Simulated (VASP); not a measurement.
Wanted: the native input for a VASP 6.6.1 run.

- Task: electric field gradients
- Functional: LDA
- Potentials or basis: VASP PAW LDA potentials, release 64 (Li_sv)
- Cutoff: 520 eV
- k mesh: 16 × 16 × 16
- Occupations: fermi-dirac, width 0.05 eV
- Spin: no spin polarisation
- Dipole correction: no
- Further INCAR settings: ALGO = Normal; EDIFF = 1e-08; NBANDS = 8

The structure of Li lies in POSCAR:

```
Li
1.0
    0.0000000000      2.2020000000      2.2020000000
    2.2020000000      0.0000000000      2.2020000000
    2.2020000000      2.2020000000      0.0000000000
Li
1
Direct
    0.0000000000      0.0000000000      0.0000000000
```

One way to write it, as run:

INCAR

```
SYSTEM = Li
PREC = Accurate
ENCUT = 520
EDIFF = 1E-8
ISMEAR = -1
SIGMA = 0.05
LREAL = .FALSE.
LASPH = .TRUE.
NELM = 60
ALGO = Normal
ISIF = 2
LWAVE = .FALSE.
LCHARG = .FALSE.
GGA = CA
LEFG = .TRUE.
NBANDS = 8
```

KPOINTS

```
regular mesh
0
G
  16 16 16
  0 0 0
```

Potentials or basis: VASP PAW LDA potentials, release 64 (Li_sv).

Run with:

```sh
$ cat potpaw_LDA.64/Li_sv/POTCAR > POTCAR
$ mpirun -np 1 vasp_std > vasp.out
```

Wall time 5.7 s on 1 thread of Intel(R) Xeon(R) 6975P-C (Granite Rapids), with other jobs on the host, peak memory 0.13 GiB.
